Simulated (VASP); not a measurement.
Set up this calculation in VASP 6.6.1, as the native input.

```
Task                   : single point
Functional             : PBEsol
Potentials or basis    : VASP PAW PBE potentials, release 64 (In_d, Se)
Cutoff                 : 520 eV
k mesh                 : 6 × 6 × 6
Occupations            : gaussian, width 0.01 eV
Spin                   : no spin polarisation
Dipole correction      : no
Further INCAR settings : ALGO = Normal; EDIFF = 1e-06; NBANDS = 27
```

The structure of InSe lies in POSCAR:

```
InSe
1.0
    5.8679030000     -2.0550000000      0.0000000000
    5.8679030000      2.0550000000      0.0000000000
   -1.5994150000      0.0000000000      4.3236530000
In Se
2 2
Direct
    0.8840000000      0.8840000000      0.0050000000
    0.1160000000      0.1160000000      0.9950000000
    0.6600000000      0.6600000000      0.6420000000
    0.3400000000      0.3400000000      0.3580000000
```

These files were run (other wordings do the same):

INCAR

```
ALGO = Normal
EDIFF = 1E-6
ENCUT = 520
GGA = PS
ISIF = 2
ISMEAR = 0
LASPH = T
LCHARG = F
LREAL = F
LWAVE = F
NBANDS = 27
NELM = 60
PREC = Accurate
SIGMA = 0.01
```

KPOINTS

```
k-points
0
Gamma
  6 6 6
```

Potentials or basis: VASP PAW PBE potentials, release 64 (In_d, Se).

Launch:

```sh
$ cat potpaw_PBE.64/In_d/POTCAR potpaw_PBE.64/Se/POTCAR > POTCAR
$ mpirun -np 1 vasp_std > vasp.out
```

Results of the run:

```json
{
  "Pressure": "-0.1 GPa",
  "Largest force": "0.701 eV/Å",
  "Band gap on the k mesh": "1.05 eV (least direct gap 1.29 eV)"
}
```

Caveat: the PAW data sets were made with another functional, which shifts forces and pressure a little; spin-orbit coupling is left out, which moves the levels of the heavy elements.

Run time: 6.1 min on 1 thread of Intel Xeon 8259CL (shared host), peak memory 0.38 GiB.
